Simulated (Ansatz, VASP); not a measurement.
Ga2TeS5 in VASP and in Ansatz

```
Ga Te S
1.0
    -4.12095    4.12095    3.11413
     4.12095   -4.12095    3.11413
     4.12095    4.12095   -3.11413
Ga Te S
2 1 5
Direct
  0.74571 0.24571 0.50000
  0.24571 0.74571 0.50000
  0.03362 0.03362 0.00000
  0.31993 0.10742 0.43509
  0.10742 0.67233 0.78749
  0.88484 0.31993 0.21251
  0.67233 0.88484 0.56491
  0.39043 0.39043 0.00000
```

Alike in both runs: functional PBE; k mesh 6 × 6 × 6; occupations gaussian, width 0.02 eV; no spin polarisation.

Ansatz relaxed the structure, and its values are those at the end. VASP's run is a single point on that final structure, the one shown.

|  | VASP | Ansatz |
| --- | --- | --- |
| version | VASP 6.6.1 | Ansatz 0.2.0 |
| potentials or method | VASP PAW PBE potentials, release 64 (Ga_d, Te, S), cutoff 520 eV | scalar-relativistic, plane waves, PAW |
| valence electrons in the cell | 62 | 72 |

Ansatz gave:

| Item | Value |
| --- | --- |
| gap on the k mesh at the Fermi level (eV) | 1.54 |
| least direct gap on the mesh (eV) | 1.62 |
| pressure (GPa) | 0.0 |
| rms of the force components (eV/Å) | 0.003 |

What did VASP give for the same quantities?

gap on the k mesh at the Fermi level (eV): 1.55; least direct gap on the mesh (eV): 1.63; pressure (GPa): -0.1; rms of the force components (eV/Å): 0.006.

The functional is the same, so the differences come from potentials, cutoffs and numerics. VASP's potentials hold 62 valence electrons a cell and Ansatz's 72, so a difference there can come from the potentials and not from the codes.

Neither program's run includes spin-orbit coupling.
